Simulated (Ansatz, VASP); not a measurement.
One calculation of AlN, two programs

```
Al N
1.0
     0.00000    2.03452    1.88193
     2.03452    0.00000    1.88193
     2.03452    2.03452    0.00000
Al N
1 1
Direct
  0.50000 0.50000 0.50000
  0.00000 0.00000 0.00000
```

Change from the starting cell: strain -0.0750 x Voigt [0, 0, 1, 0, 0, 0], atoms carried along.

Alike in both runs: task single point; functional r2SCAN; k mesh 10 × 10 × 10; occupations gaussian, width 0.05 eV; no spin polarisation.

```csv
,VASP,Ansatz
version,VASP 6.6.1,Ansatz 0.2.0
potentials or method,"VASP PAW PBE potentials, release 64 (Al, N), cutoff 520 eV","scalar-relativistic, plane waves, PAW"
valence electrons in the cell,8,8
```

|  | VASP | Ansatz | Ansatz less VASP |
| --- | --- | --- | --- |
| gap on the k mesh at the Fermi level (eV) | 5.18 | 5.22 | +0.039 |
| least direct gap on the mesh (eV) | 7.09 | 7.04 | -0.049 |
| pressure (GPa) | 19.8 | 20.6 | +0.78 |
| traceless stress, the component that is largest in VASP (GPa) | 23.90 | 23.44 | -0.462 |

VASP's potentials were made for PBE, not for r2SCAN.
